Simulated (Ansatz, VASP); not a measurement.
# One calculation of Ce2Co2S2O5, two programs

File POSCAR:

```
Ce2Co2S2O5
1.0
    0.0000000000      3.8376796200      0.0000000000
    3.8376796200      0.0000000000      0.0000000000
    1.9188398100      1.9188398100    -11.5865544800
Ce S O Co
2 2 5 2
Direct
    0.1665000000      0.1665000000      0.6670000000
    0.8335000000      0.8335000000      0.3330000000
    0.7046000000      0.7046000000      0.5908000000
    0.2954000000      0.2954000000      0.4092000000
    0.0981000000      0.5981000000      0.8038000000
    0.5981000000      0.0981000000      0.8038000000
    0.9019000000      0.4019000000      0.1962000000
    0.4019000000      0.9019000000      0.1962000000
    0.5000000000      0.5000000000      0.0000000000
    0.5788400000      0.5788400000      0.8423200000
    0.4211600000      0.4211600000      0.1576800000
```

The input INCAR.step1:

```
SYSTEM = Ce2Co2S2O5
  PREC = Accurate
  ENCUT = 520
  ISMEAR = -1
  SIGMA = 0.022
  LREAL = .False.
  LASPH = .True.
  NELM = 100
  NBANDS = 53
  GGA = PE
  ALGO = Normal
  EDIFF = 1E-4
  LWAVE = .True.
  LCHARG = .False.
```

File INCAR.step2:

```
SYSTEM = Ce2Co2S2O5
  PREC = Accurate
  ENCUT = 520
  EDIFF = 1E-7
  ISMEAR = -1
  SIGMA = 0.022
  LREAL = .False.
  LASPH = .True.
  NELM = 100
  ALGO = Normal
  ISIF = 2
  LWAVE = .False.
  LCHARG = .False.
  METAGGA = R2SCAN
  LMIXTAU = .True.
  NBANDS = 53
  ISTART = 1
```

Contents of KPOINTS:

```
Automatic mesh
0
Gamma
  5 5 5
  0 0 0
```

Input for Ansatz:

```yaml
crystal:
  lattice:
    - [0.0, 3.83767962, 0.0]
    - [3.83767962, 0.0, 0.0]
    - [1.91883981, 1.91883981, -11.58655448]
  atoms:
    - { symbol: Ce, position: [0.1665, 0.1665, 0.667] }
    - { symbol: Ce, position: [0.8335, 0.8335, 0.333] }
    - { symbol: S, position: [0.7046, 0.7046, 0.5908] }
    - { symbol: S, position: [0.2954, 0.2954, 0.4092] }
    - { symbol: O, position: [0.0981, 0.5981, 0.8038] }
    - { symbol: O, position: [0.5981, 0.0981, 0.8038] }
    - { symbol: O, position: [0.9019, 0.4019, 0.1962] }
    - { symbol: O, position: [0.4019, 0.9019, 0.1962] }
    - { symbol: Co, position: [0.57884, 0.57884, 0.84232] }
    - { symbol: Co, position: [0.42116, 0.42116, 0.15768] }
    - { symbol: O, position: [0.5, 0.5, 0.0] }
kpoints:
  mp_grid: { grid: [5, 5, 5], shift: [0, 0, 0] }
  band_path:
    path:
      - [0.0, 0.0, 0.0]
      - [0.5, 0.5, 0.5]
      - [0.5, 0.5, 0.25]
      - [0.0, 0.5, 0.0]
      - [0.0, 0.0, 0.0]
      - [0.0, 0.0, -0.5]
      - [0.0, 0.4862868, -0.2568566]
      - [0.0, 0.5137132, 0.2568566]
      - [0.0, 0.0, 0.0]
      - [0.5, 0.5, 0.5]
      - [0.4862868, 0.5137132, 0.5]
    npoints: 6
magnetization:
  spin_polarized: false
scf:
  occupations: { method: fermi_dirac, width: 0.022 }
  lower_state_search: "off"
  max_iter: 200
hamiltonian:
  pseudopotentials: { kind: paw }
  xc: r2scan
basis:
  ecutwfc: 500
  fft_grid_basis: typed
output:
  forces: true
  stress: true
  eigenvalues: true
  bader: true
  populations: true
  elf: true
  write_potential: true
  volumetric_format: npy
  dos:
    e_range: [-12, 8]
    de: 0.05
    projected: { site_lists: { Ce: [Ce], Co: [Co], O: [O], S: [S] } }
checkpoint:
  read: saved_state
```

Alike in both runs: task single point; functional r2SCAN; k mesh 5 × 5 × 5; occupations fermi-dirac, width 0.022 eV; no spin polarisation.

|  | VASP | Ansatz |
| --- | --- | --- |
| version | VASP 6.6.1 | Ansatz 0.2.0 |
| potentials or method | VASP PAW PBE potentials, release 64 (Ce, S, O, Co), cutoff 520 eV | PAW plane waves |
| valence electrons in the cell | 84 | 100 |

```tsv
	VASP	Ansatz	Ansatz less VASP
pressure (GPa)	-11.1	-11.1	-0.03
rms of the force components (eV/Å)	1.041	1.025	-0.0155
```

VASP's potentials were made for PBE, not for r2SCAN. VASP's potentials hold 84 valence electrons a cell and Ansatz's 100, so a difference there can come from the potentials and not from the codes.

Spin-orbit coupling is off throughout.
